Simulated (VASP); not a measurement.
Input of a VASP 6.6.1 run:

Contents of POSCAR.step1:

```
AgCl
1.0
    0.0000000000      2.6503575163      2.6503575163
    2.6503575163      0.0000000000      2.6503575163
    2.6503575163      2.6503575163      0.0000000000
Ag Cl
1 1
Direct
    0.0000000000      0.0000000000      0.0000000000
    0.5000000000      0.5000000000      0.5000000000
```

The input POSCAR.step2:

```
AgCl
1.0
    0.0000000000      2.6791680073      2.6791680073
    2.6791680073      0.0000000000      2.6791680073
    2.6791680073      2.6791680073      0.0000000000
Ag Cl
1 1
Direct
    0.0000000000      0.0000000000      0.0000000000
    0.5000000000      0.5000000000      0.5000000000
```

File POSCAR.step3:

```
AgCl
1.0
    0.0000000000      2.7073718484      2.7073718484
    2.7073718484      0.0000000000      2.7073718484
    2.7073718484      2.7073718484      0.0000000000
Ag Cl
1 1
Direct
    0.0000000000      0.0000000000      0.0000000000
    0.5000000000      0.5000000000      0.5000000000
```

File POSCAR.step4:

```
AgCl
1.0
    0.0000000000      2.7350000000      2.7350000000
    2.7350000000      0.0000000000      2.7350000000
    2.7350000000      2.7350000000      0.0000000000
Ag Cl
1 1
Direct
    0.0000000000      0.0000000000      0.0000000000
    0.5000000000      0.5000000000      0.5000000000
```

POSCAR.step5

```
AgCl
1.0
    0.0000000000      2.7620809691      2.7620809691
    2.7620809691      0.0000000000      2.7620809691
    2.7620809691      2.7620809691      0.0000000000
Ag Cl
1 1
Direct
    0.0000000000      0.0000000000      0.0000000000
    0.5000000000      0.5000000000      0.5000000000
```

File POSCAR.step6:

```
AgCl
1.0
    0.0000000000      2.7886410693      2.7886410693
    2.7886410693      0.0000000000      2.7886410693
    2.7886410693      2.7886410693      0.0000000000
Ag Cl
1 1
Direct
    0.0000000000      0.0000000000      0.0000000000
    0.5000000000      0.5000000000      0.5000000000
```

POSCAR.step7

```
AgCl
1.0
    0.0000000000      2.8147046461      2.8147046461
    2.8147046461      0.0000000000      2.8147046461
    2.8147046461      2.8147046461      0.0000000000
Ag Cl
1 1
Direct
    0.0000000000      0.0000000000      0.0000000000
    0.5000000000      0.5000000000      0.5000000000
```

Contents of INCAR:

```
SYSTEM = AgCl
GGA = CA ; ISMEAR = 0
SIGMA = 0.03 ; LWAVE = .FALSE.
LCHARG = .FALSE. ; ISIF = 2
NSW = 0 ; PREC = Accurate
LASPH = .TRUE. ; LREAL = .FALSE.
ALGO = Normal ; EDIFF = 1E-7
NELM = 120 ; GGA_COMPAT = .FALSE.
ENCUT = 650 ; EFERMI = MIDGAP
```

KPOINTS

```
Automatic mesh
0
Gamma
  11 11 11
  0 0 0
```

Potentials or basis: VASP PAW LDA potentials, release 64 (Ag, Cl).

Command:

```bash
$ cat potpaw_LDA.64/Ag/POTCAR potpaw_LDA.64/Cl/POTCAR > POTCAR
$ cp POSCAR.step1 POSCAR
$ mpirun -np 1 vasp_std > vasp.out
$ cp POSCAR.step2 POSCAR
$ mpirun -np 1 vasp_std > vasp.out
$ cp POSCAR.step3 POSCAR
$ mpirun -np 1 vasp_std > vasp.out
$ cp POSCAR.step4 POSCAR
$ mpirun -np 1 vasp_std > vasp.out
$ cp POSCAR.step5 POSCAR
$ mpirun -np 1 vasp_std > vasp.out
$ cp POSCAR.step6 POSCAR
$ mpirun -np 1 vasp_std > vasp.out
$ cp POSCAR.step7 POSCAR
$ mpirun -np 1 vasp_std > vasp.out
```

Problem. Estimate the bulk modulus.

Solution. 69 GPa.

Problem. Predict the pressure derivative of the bulk modulus.

Solution. 5.2.

Energy against volume, from the lowest point:
```tsv
volume (Å³/atom)	energy (meV/atom)
18.617	4.26
19.231	0.00
19.845	4.20
20.458	15.33
21.072	32.13
21.686	53.55
22.300	78.73
```

LDA usually gives volumes a few per cent too small. Zero-point motion and thermal expansion aren't in these numbers.
